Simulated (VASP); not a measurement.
Write the native input for VASP 6.6.1 that does the following.

* Task: relaxation of cell and atoms
* Functional: revPBE
* Potentials or basis: VASP PAW PBE potentials, release 64 (Ge_d)
* Cutoff: 600 eV
* k mesh: 5 × 5 × 5
* Occupations: fermi-dirac, width 0.05 eV
* Spin: no spin polarisation
* Dipole correction: no
* Further INCAR settings: ALGO = Normal; EDIFF = 1e-06; IBRION = 2; EDIFFG = -0.01; NSW = 80; ISIF = 3

The structure of Ge lies in POSCAR:

```
Ge
1.0
    0.0000000000      2.8286800000      2.8286800000
    2.8286800000      0.0000000000      2.8286800000
    2.8286800000      2.8286800000      0.0000000000
Ge
2
Direct
    0.5000000000      0.5000000000      0.5000000000
    0.7500000000      0.7500000000      0.7500000000
```

One way to write it, as run:

INCAR

```
SYSTEM = Ge
  PREC = Accurate
  ENCUT = 600
  EDIFF = 1E-6
  ISMEAR = -1
  SIGMA = 0.05
  LREAL = .FALSE.
  LASPH = .TRUE.
  NELM = 60
  ALGO = Normal
  ISIF = 3
  LWAVE = .FALSE.
  LCHARG = .FALSE.
  GGA = RE
  IBRION = 2
  NSW = 80
  EDIFFG = -0.01
```

KPOINTS

```
regular mesh
0
G
  5 5 5
  0 0 0
```

Potentials or basis: VASP PAW PBE potentials, release 64 (Ge_d).

The run is started by

```sh
$ cat potpaw_PBE.64/Ge_d/POTCAR > POTCAR
$ mpirun -np 1 vasp_std > vasp.out
```

Results of the run:

```
Relaxed volume                         : 24.53 Å³/atom
Relaxed cell                           : a = 4.109 Å, b = 4.109 Å, c = 4.109 Å, α = 60.00°, β = 60.00°, γ = 60.00°
Space group after relaxing (to 0.05 Å) : Fd-3m (No. 227)
Energy gained by relaxing              : 28.0 meV/atom
Ionic steps                            : 3
Pressure after relaxing                : 0.0 GPa
Band gap on the k mesh                 : zero (filled and empty bands touch)
```

Caveat: the k points lie up to 0.37 Å⁻¹ apart in the final cell; the PAW data sets were made with another functional, which shifts forces and pressure a little.

Run time: 16 s on 1 thread of Intel(R) Xeon(R) Platinum 8559C (Emerald Rapids), with other jobs on the host, peak memory 0.18 GiB.
